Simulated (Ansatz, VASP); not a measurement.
# One calculation of Y5N, two programs

```
Y N
1.0
     5.61421    0.00000    0.00000
    -2.80710    4.86205    0.00000
     0.00000    0.00000    5.95716
Y N
5 1
Direct
  0.66667 0.33333 0.74771
  0.00000 0.00000 0.00000
  0.66667 0.33333 0.25229
  0.33333 0.66667 0.25229
  0.33333 0.66667 0.74771
  0.00000 0.00000 0.50000
```

Change from the starting cell: species swapped into the BaSn5 type (P6/mmm, No. 191).

Alike in both runs: functional PBE; k mesh 6 × 6 × 4; occupations gaussian, width 0.1 eV; no spin polarisation.

Ansatz relaxed the structure, and its values are those at the end. VASP's run is a single point on that final structure, the one shown.

|  | VASP | Ansatz |
| --- | --- | --- |
| version | VASP 6.6.1 | Ansatz 0.2.0 |
| potentials or method | VASP PAW PBE potentials, release 64 (Y_sv, N), cutoff 520 eV | scalar-relativistic, plane waves, PAW |
| valence electrons in the cell | 60 | 60 |

|  | VASP | Ansatz | Ansatz less VASP |
| --- | --- | --- | --- |
| gap on the k mesh at the Fermi level (eV) | none | none | - |
| pressure (GPa) | 0.0 | 0.0 | +0.08 |
| rms of the force components (eV/Å) | 0.008 | 0.004 | -0.0045 |

A gap of «none» marks a metal or a gap that the smearing closes. With one functional, cell and mesh, what is left measures potentials, basis and numerics.
